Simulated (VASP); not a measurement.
PbS: single point with r2SCAN

The system is PbS.

```
Pb S
1.0
     0.00000    2.98718    2.98718
     2.98718    0.00000    2.98718
     2.98718    2.98718    0.00000
Pb S
1 1
Direct
  0.00000 0.00000 0.00000
  0.50000 0.50000 0.50000
```

```
Program                : VASP 6.6.1
Task                   : single point
Functional             : r2SCAN
Potentials or basis    : VASP PAW PBE potentials, release 64 (Pb_d, S)
Cutoff                 : 520 eV
k mesh                 : 10 × 10 × 10
Occupations            : gaussian, width 0.01 eV
Spin                   : no spin polarisation
Dipole correction      : no
Further INCAR settings : ALGO = Normal; EDIFF = 1e-06; NBANDS = 17
```

| Item | Value |
| --- | --- |
| Pressure | 0.0 GPa |
| Band gap on the k mesh | 0.70 eV |

Levels at points of the mesh, in eV from the valence-band top:
| k point | band 6 | band 7 | band 8 | band 9 | band 10 | band 11 | band 12 | band 13 | band 14 | band 15 |
| --- | --- | --- | --- | --- | --- | --- | --- | --- | --- | --- |
| (0.00, 0.00, 0.00) | -13.99 | -6.13 | -2.20 | -2.20 | -2.20 | 5.51 | 5.51 | 5.51 | 7.21 | 7.21 |
| (0.50, 0.00, 0.00) | -12.80 | -8.96 | -1.81 | -1.81 | 0.00 | 0.70 | 2.25 | 2.25 | 9.16 | 10.68 |
| (0.50, 0.50, 0.00) | -12.37 | -7.31 | -5.18 | -3.45 | -3.45 | 4.26 | 5.95 | 6.02 | 6.02 | 11.71 |

Wall time 51 s on 1 thread of Intel(R) Xeon(R) 6975P-C (Granite Rapids), with other jobs on the host, peak memory 0.21 GiB.

Caveat: the PAW data sets were made with another functional, which shifts forces and pressure a little; spin-orbit coupling is left out, which moves the levels of the heavy elements. A k mesh can miss the band edges.
